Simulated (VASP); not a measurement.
Write the native input for VASP 6.6.1 that does the following.

| Property | Result |
| --- | --- |
| Task | single point |
| Functional | PBE |
| Potentials or basis | VASP PAW PBE potentials, release 64 (Si, C) |
| Cutoff | 520 eV |
| k mesh | 12 × 12 × 6 |
| Occupations | gaussian, width 0.05 eV |
| Spin | no spin polarisation |
| Dipole correction | no |
| Further INCAR settings | ALGO = Normal; EDIFF = 1e-06; NBANDS = 16 |

The structure of SiC lies in POSCAR:

```
SiC
1.0
    3.1791678455      0.0000000000      0.0000000000
   -1.5895839227      2.7532401171      0.0000000000
    0.0000000000      0.0000000000      4.7995896963
Si C
2 2
Direct
    0.3333333333      0.6666666667      0.0045639005
    0.6666666667      0.3333333333      0.5045639005
    0.3333333333      0.6666666667      0.3356973251
    0.6666666667      0.3333333333      0.8356973251
```

This cell differs from its parent crystal: c/a of the conventional cell at fixed volume 1.5097.

These files were run (other wordings do the same):

INCAR

```
ALGO     = Normal         # electronic algorithm
EDIFF    = 1E-6           # SCF threshold, eV
ENCUT    = 520            # plane-wave cutoff, eV
GGA      = PE             # functional
ISIF     = 2              # what is computed and relaxed
ISMEAR   = 0              # smearing method
LASPH    = True           # aspherical terms in the spheres
LCHARG   = False          # write CHGCAR
LREAL    = False          # projectors in reciprocal space
LWAVE    = False          # write WAVECAR
NBANDS   = 16             # bands
NELM     = 60             # most SCF steps
PREC     = Accurate       # precision mode
SIGMA    = 0.05           # smearing width, eV
```

KPOINTS

```
k-points
0
Gamma
  12 12 6
```

Potentials or basis: VASP PAW PBE potentials, release 64 (Si, C).

Run with:

```sh
$ cat potpaw_PBE.64/Si/POTCAR potpaw_PBE.64/C/POTCAR > POTCAR
$ mpirun -np 1 vasp_std > vasp.out
```

Results of the run:

The pressure is 19.7 GPa and the largest force is 9.450 eV/Å. The band gap on the k mesh is 1.47 eV, indirect (least direct gap 2.92 eV).

Caveat: forces of over 1 eV/Å act on the atoms, so gaps and moduli don't describe the material at rest.

Run time: 29 s on 1 thread of Intel Xeon 6975P-C, with other jobs on the host, peak memory 0.17 GiB.
